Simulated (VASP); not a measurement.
## WC: relaxation of cell and atoms with PBEsol

The system is WC.

```
W C
1.0
     0.00000    2.19268    2.19268
     2.19268    0.00000    2.19268
     2.19268    2.19268    0.00000
W C
1 1
Cartesian
  0.0000 0.0000 0.0000
  2.1927 2.1927 2.1927
```

```yaml
Program: VASP 6.6.1
Task: relaxation of cell and atoms
Functional: PBEsol
Potentials_or_basis: VASP PAW PBE potentials, release 64 (W_sv, C)
Cutoff: 600 eV
k_mesh: 11 × 11 × 11
Occupations: methfessel-paxton, width 0.1 eV
Spin: no spin polarisation
Target_pressure: 5 GPa
Dipole_correction: no
Further_INCAR_settings: ALGO = Normal; EDIFF = 1e-07; IBRION = 2; EDIFFG = -0.02; NSW = 80; ISIF = 3
```

* Relaxed volume: 10.16 Å³/atom
* Relaxed cell: a = 3.063 Å, b = 3.063 Å, c = 3.063 Å, α = 60.00°, β = 60.00°, γ = 60.00°
* Space group after relaxing (to 0.05 Å): Fm-3m (No. 225)
* Energy change on relaxing (the enthalpy is what falls): -5.6 meV/atom
* Ionic steps: 4
* Pressure after relaxing: 4.9 GPa

Step by step:
```csv
step,energy change (eV),largest force (eV/Å),pressure (GPa),volume (Å³)
1,0.0000,0.0000,-9.11,21.08
2,0.3327,0.0000,56.11,18.38
3,-0.0119,0.0000,4.41,20.34
4,-0.0111,0.0000,4.92,20.32
```

Final structure:
```xyz
2
Lattice="0.0000 2.1658 2.1658 2.1658 0.0000 2.1658 2.1658 2.1658 0.0000" Properties=species:S:1:pos:R:3 pbc="T T T"
W     2.1658    0.0000    2.1658
C     2.1658    2.1658    2.1658
```

Levels at points of the mesh, in eV from the Fermi level:
| k point | band 5 | band 6 | band 7 | band 8 | band 9 | band 10 | band 11 | band 12 | band 13 |
| --- | --- | --- | --- | --- | --- | --- | --- | --- | --- |
| (0.00, 0.00, 0.00) | -16.11 | -2.91 | -2.91 | -2.91 | -1.10 | -1.10 | -1.10 | -1.01 | -1.01 |

Wall time 29 s on 1 thread of Intel(R) Xeon(R) 6975P-C (Granite Rapids), on a shared host, peak memory 0.18 GiB.

Caveat: the cell is relaxed towards a set pressure, so the enthalpy falls and the energy may rise; the bands computed are all filled at some k points, so no gap is given; the PAW data sets were made with another functional, which shifts forces and pressure a little; spin-orbit coupling is left out, which moves the levels of the heavy elements.
